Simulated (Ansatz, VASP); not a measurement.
Two plane-wave programs on BaCu3

Contents of INCAR:

```
SYSTEM = BaCu3
PREC = Accurate
ENCUT = 520
EDIFF = 1E-6
ISMEAR = 0
SIGMA = 0.05
LREAL = .False.
LASPH = .True.
NELM = 100
ALGO = Normal
ISIF = 2
LWAVE = .False.
LCHARG = .False.
GGA = PS
NBANDS = 30
```

Contents of KPOINTS:

```
regular mesh
0
Gamma
  8 8 8
  0 0 0
```

Contents of POSCAR:

```
BaCu3
1.0
    4.2800782095      0.0000000000      0.0000000000
    0.0000000000      4.2800782095      0.0000000000
    0.0000000000      0.0000000000      4.2800782095
Ba Cu
1 3
Direct
    0.0000000000      0.0000000000      0.0000000000
    0.0000000000      0.5000000000      0.5000000000
    0.5000000000      0.5000000000      0.0000000000
    0.5000000000      0.0000000000      0.5000000000
```

Input for Ansatz:

```yaml
crystal:
  lattice:
    - [4.2800782095, 0.0, 0.0]
    - [0.0, 4.2800782095, 0.0]
    - [0.0, 0.0, 4.2800782095]
  atoms:
    - { symbol: Ba, position: [0.0, 0.0, 0.0] }
    - { symbol: Cu, position: [0.0, 0.5, 0.5] }
    - { symbol: Cu, position: [0.5, 0.5, 0.0] }
    - { symbol: Cu, position: [0.5, 0.0, 0.5] }
basis:
  ecutwfc: 420
  ecutrho_ratio: 4
kpoints:
  mp_grid: { grid: [8, 8, 8] }
hamiltonian:
  xc: pbesol
scf:
  occupations: { method: gaussian, width: 0.05 }
output:
  forces: true
  stress: true
  eigenvalues: true
```

Alike in both runs: task single point; functional PBEsol; k mesh 8 × 8 × 8; occupations gaussian, width 0.05 eV; no spin polarisation.

```csv
,VASP,Ansatz
version,VASP 6.6.1,Ansatz 0.2.0
potentials or method,"VASP PAW PBE potentials, release 64 (Ba_sv, Cu), cutoff 520 eV","scalar-relativistic, plane waves, PAW"
valence electrons in the cell,43,67
```

Ansatz gave:

```
gap on the k mesh at the Fermi level (eV) : none
pressure (GPa)                            : 1.0
```

Question: Which values does VASP return?

Answer: gap on the k mesh at the Fermi level (eV): none; pressure (GPa): 2.3.

VASP's potentials were made for PBE, not for PBEsol. A gap of «none» marks a metal or a gap that the smearing closes. VASP's potentials hold 43 valence electrons a cell and Ansatz's 67, so a difference there can come from the potentials and not from the codes.

Spin-orbit coupling is off throughout.
